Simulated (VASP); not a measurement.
# Al (P6_3/mmc) in VASP: notebook, part 2 of 2

VASP 6.6.1. The steps go on from the part before.

## 4. Single point, PBEsol (strain +0.0750 x Voigt [1, 1, 0, 0, 0, 0])

INCAR reads:

```
SYSTEM = Al
PREC     = Accurate       ! precision mode
ENCUT    = 520            ! plane-wave cutoff, eV
EDIFF    = 1E-6           ! SCF threshold, eV
ISMEAR   = 0              ! smearing method
SIGMA    = 0.15           ! smearing width, eV
LREAL    = .FALSE.        ! projectors in reciprocal space
LASPH    = .TRUE.         ! aspherical terms in the spheres
NELM     = 60             ! most SCF steps
ALGO     = Normal         ! electronic algorithm
ISIF     = 2              ! what is computed and relaxed
LWAVE    = .FALSE.        ! write WAVECAR
LCHARG   = .FALSE.        ! write CHGCAR
GGA      = PS             ! functional
NBANDS   = 10             ! bands
```

KPOINTS reads:

```
Automatic mesh
0
G
  18 18 10
  0 0 0
```

POSCAR reads:

```
Al
1.0
    3.0233895029      0.0000000000      0.0000000000
   -1.5116947514      2.6183321150      0.0000000000
    0.0000000000      0.0000000000      4.8668500000
Al
2
Direct
    0.6666666667      0.3333333333      0.7500000000
    0.3333333333      0.6666666667      0.2500000000
```

Potentials or basis: VASP PAW PBE potentials, release 64 (Al).

Started as:

```console
$ cat potpaw_PBE.64/Al/POTCAR > POTCAR
$ mpirun -np 1 vasp_std > vasp.out
```

OUTCAR:

```text
SYSTEM = Al
   PREC = Accurate
   ENCUT = 520
   EDIFF = 1E-6
   ISMEAR = 0
   LREAL = .FALSE.
   LASPH = .TRUE.
   NELM = 60
   ISIF = 2
   GGA = PS

 ion  position               nearest neighbor table
   1  0.667  0.333  0.750-   2 2.99   2 2.99   2 2.99   2 2.99   2 2.99   2 2.99
   2  0.333  0.667  0.250-   1 2.99   1 2.99   1 2.99   1 2.99   1 2.99   1 2.99

  LATTYP: Found a hexagonal cell.
 ALAT       =     3.0233895029
 C/A-ratio  =     1.6097330481

  Lattice vectors:

 A1 = (   3.0233895029,   0.0000000000,   0.0000000000)
 A2 = (  -1.5116947514,   2.6183321150,   0.0000000000)
 A3 = (   0.0000000000,   0.0000000000,   4.8668500000)

Analysis of symmetry for initial positions (statically):
=====================================================================
 Subroutine PRICEL returns:
 Original cell was already a primitive cell.

 Routine SETGRP: Setting up the symmetry group for a
 hexagonal supercell.

 Subroutine GETGRP returns: Found 24 space group operations
 (whereof 12 operations were pure point group operations)
 out of a pool of 24 trial point group operations.

The static configuration has the point symmetry D_3d.
 The point group associated with its full space group is D_6h.

Analysis of symmetry for dynamics (positions and initial velocities):
=====================================================================
 Subroutine PRICEL returns:
 Original cell was already a primitive cell.

 Routine SETGRP: Setting up the symmetry group for a
 hexagonal supercell.

 Subroutine GETGRP returns: Found 24 space group operations
 (whereof 12 operations were pure point group operations)
 out of a pool of 24 trial point group operations.

The dynamic configuration has the point symmetry D_3d.
 The point group associated with its full space group is D_6h.

 Subroutine INISYM returns: Found 24 space group operations
 (whereof 12 operations are pure point group operations),
 and found     1 'primitive' translations

----------------------------------------------------------------------------------------

                                     Primitive cell

  volume of cell :      38.5271

  direct lattice vectors                    reciprocal lattice vectors
     3.023389503  0.000000000  0.000000000     0.330754605  0.190961260  0.000000000
    -1.511694751  2.618332115  0.000000000     0.000000000  0.381922520  0.000000000
     0.000000000  0.000000000  4.866850000     0.000000000  0.000000000  0.205471712

  length of vectors
     3.023389503  3.023389503  4.866850000     0.381922520  0.381922520  0.205471712

  position of ions in fractional coordinates (direct lattice)
     0.666666667  0.333333333  0.750000000
     0.333333333  0.666666667  0.250000000

  ion indices of the primitive-cell ions
   primitive index   ion index
                 1           1
                 2           2

----------------------------------------------------------------------------------------

 KPOINTS: Automatic mesh

Automatic generation of k-mesh.
 Grid dimensions read from file:
 generate k-points for:   18   18   10

 Generating k-lattice:

  Cartesian coordinates                     Fractional coordinates (reciprocal lattice)
     0.018375256  0.010608959  0.000000000     0.055555556  0.000000000  0.000000000
[... 40 lines left out ...]
 [... further k-points ...]
   k-points           NKPTS =    222   k-points in BZ     NKDIM =    222   number of bands    NBANDS=     10
   number of dos      NEDOS =    301   number of ions     NIONS =      2
   total plane-waves  NPLWV =  20736
   dimension x,y,z NGX =    24 NGY =   24 NGZ =   36
   dimension x,y,z NGXF=    48 NGYF=   48 NGZF=   72
   ions per type =               2
   NGX,Y,Z   is equivalent  to a cutoff of  13.20, 13.20, 12.30 a.u.
   NGXF,Y,Z  is equivalent  to a cutoff of  26.39, 26.39, 24.59 a.u.
 SYSTEM =  Al
   PREC   = accura    normal or accurate (medium, high low for compatibility)
   ISTART =      0    job   : 0-new  1-cont  2-samecut
   ICHARG =      2    charge: 1-file 2-atom 10-const
   ISPIN  =      1    spin polarized calculation?
   LNONCOLLINEAR =      F non collinear calculations
   LSORBIT =      F    spin-orbit coupling
   LASPH  =      T    aspherical Exc in radial PAW
   ENCUT  =  520.0 eV  38.22 Ry    6.18 a.u.   5.62  5.62  9.05*2*pi/ulx,y,z
   NELM   =     60;   NELMIN=  2; NELMDL= -5     # of ELM steps
   EDIFF  = 0.1E-05   stopping-criterion for ELM
   LREAL  =      F    real-space projection
   EDIFFG = 0.1E-04   stopping-criterion for IOM
   NSW    =      0    number of steps for IOM
   IBRION =     -1    ionic relax: 0-MD 1-quasi-New 2-CG
   NFREE  =      0    steps in history (QN), initial steepest desc. (CG)
   ISIF   =      2    stress and relaxation
   ISYM   =      2    0-nonsym 1-usesym 2-fastsym
   POTIM  = 0.5000    time-step for ionic-motion
   TEBEG  =    0.0;   TEEND  =   0.0 temperature during run
   PSTRESS=    0.0 pullay stress
   NELECT =       6.0000    total number of electrons
   NUPDOWN=      -1.0000    fix difference up-down
   EMIN   =  10.00;   EMAX   =-10.00  energy-range for DOS
   EFERMI =   0.00;   METHOD = LEGACY
   ISMEAR =     0;   SIGMA  =   0.15  broadening in eV -4-tet -1-fermi 0-gaus
   EFERMI_NEDOS =   21; number of points for ismear=-14 and -15
   IALGO  =     38    algorithm
   IMIX   =      4    mixing-type and parameters
     AMIX     =   0.40;   BMIX     =  1.00
     AMIX_MAG =   1.60;   BMIX_MAG =  1.00
  volume/ion in A,a.u.               =      19.26       130.00
  Fermi-wavevector in a.u.,A,eV,Ry     =   0.880784  1.664441 10.555145  0.775781
  Thomas-Fermi vector in A             =   2.001192
   LORBIT       =      0    0 simple, 1 ext, 2 COOP (PROOUT), +10 PAW based schemes
   GGA     = PS    functional components
   LHFCALC =     F    Hartree Fock is set to
   AEXX    =    0.0000 exact exchange contribution
   IVDW    =     0    specifies the selected vdW correction
   LEPSILON=     F    determine dielectric tensor
   LRPA    =     F    only Hartree local field effects (RPA)
 non-spin polarized calculation
 Gauss-broadening in eV      SIGMA  =   0.15
  energy-cutoff  :      520.00
  volume of cell :       38.53
 maximum number of plane-waves:      1087
 NGX is ok and might be reduce to    24
   NGX = 11   NGY = 11   NGZ = 19

 number of electron       6.0000000 magnetization

 Free energy of the ion-electron system (eV)
  ---------------------------------------------------
  ext. energy  EPLUGINS =         0.00000000
  ---------------------------------------------------
  free energy    TOTEN  =        -7.92800935 eV

  energy without entropy =       -7.91604342  energy(sigma->0) =       -7.92202638

 E-fermi :   6.4012     XC(G=0):  -9.7065

 val. band max:        6.3787613056   @ k =   0.3333   0.2778   0.3000
 cond. band min:       6.4081680794   @ k =   0.4444  -0.0000   0.0000
 fundamental gap:      0.0294067738
 Fermi energy:         6.4012032043

 k-point     1 :       0.0000    0.0000    0.0000
  band No.  band energies     occupation
      1      -3.6774      2.00000
      2       2.4104      2.00000
      3       2.5015      2.00000
      4      15.5253      0.00000
      5      15.5253      0.00000
      6      16.3543      0.00000
      7      16.3543      0.00000
      8      17.8978      0.00000
      9      18.7336      0.00000
     10      19.1184      0.00000
[... 287 lines left out ...]
 k-point    24 :       0.3889    0.1111    0.0000
  band No.  band energies     occupation
      1       0.7111      2.00000
      2       3.0557      2.00000
      3       6.5915      0.07276
      4       6.7358      0.00161
      5       8.5737      0.00000
      6       9.0555      0.00000
      7       9.2548      0.00000
      8      14.3836      0.00000
      9      14.7753      0.00000
     10      15.5488      0.00000

 [... further k-points ...]

------------------------ aborting loop because EDIFF is reached ----------------------------------------

  FORCE on cell =-STRESS in cart. coord.  units (eV):
  Direction    XX          YY          ZZ          XY          YZ          ZX
  --------------------------------------------------------------------------------------
  -------------------------------------------------------------------------------------
  Total       -2.1795241     -2.1795241     -2.0710313     -0.0000000      0.0000000      0.0000000
  in kB      -90.6369871    -90.6369871    -86.1252421     -0.0000000      0.0000000      0.0000000
  external PRESSURE =     -89.1330721 kB  Pullay stress =       0.0000000 kB

 VOLUME and BASIS-vectors are now :
 -----------------------------------------------------------------------------
  energy-cutoff  :      520.00
  volume of cell :       38.53
      direct lattice vectors                 reciprocal lattice vectors
     3.023389503  0.000000000  0.000000000     0.330754605  0.190961260  0.000000000
    -1.511694751  2.618332115  0.000000000     0.000000000  0.381922520  0.000000000
     0.000000000  0.000000000  4.866850000     0.000000000  0.000000000  0.205471712

 POSITION                                       TOTAL-FORCE (eV/Angst)
 -----------------------------------------------------------------------------------
      1.51169      0.87278      3.65014        -0.000000      0.000000      0.000000
     -0.00000      1.74555      1.21671         0.000000     -0.000000      0.000000
 -----------------------------------------------------------------------------------
    total drift:                                0.000000      0.000000     -0.000000

  FREE ENERGIE OF THE ION-ELECTRON SYSTEM (eV)
  ---------------------------------------------------
  free  energy   TOTEN  =        -7.9280093461 eV

  energy  without entropy=       -7.9160434191  energy(sigma->0) =       -7.92202638
```

It took 1.9 min on 1 thread of AMD EPYC 7R43 (Zen 3), shared host; peak memory 0.15 GiB.

Results:

| Item | Value |
| --- | --- |
| Free energy | -7.9280 eV |
| Pressure | -8.9 GPa |
| Band gap on the k mesh | zero (bands 3 and 4 overlap by 7.03 eV) |

Stress tensor (GPa, compression positive):
```
-9.06  0.00  0.00
 0.00 -9.06  0.00
 0.00  0.00 -8.61
```

Caveat: the cell differs from its parent crystal (strain +0.0750 x Voigt [1, 1, 0, 0, 0, 0]); the cell stands under tension; the PAW data sets were made with another functional, which shifts forces and pressure a little.

## 5. Overview

| cell | gap on the mesh (eV) | pressure (GPa) |
| --- | --- | --- |
| a = 2.883, b = 2.883, c = 4.867 Å, angles 90.0, 90.0, 120.0°, 2 atoms | none | -4.7 |
| a = 2.953, b = 2.953, c = 4.867 Å, angles 90.0, 90.0, 120.0°, 2 atoms | none | -7.1 |
| a = 3.023, b = 3.023, c = 4.867 Å, angles 90.0, 90.0, 120.0°, 2 atoms | none | -8.9 |

Alike in all rows: task single point; level PBEsol; potentials or basis VASP PAW PBE potentials, release 64 (Al); no spin polarisation; k mesh 18 × 18 × 10; cutoff (eV) 520; smearing gaussian 0.15 eV.

Caveats: the cell stands under tension; the PAW data sets were made with another functional, which shifts forces and pressure a little.

Absolute energies hang on the potentials; compare differences alone.

The gap in the log of VASP goes by the Fermi energy; the results here count the filled bands.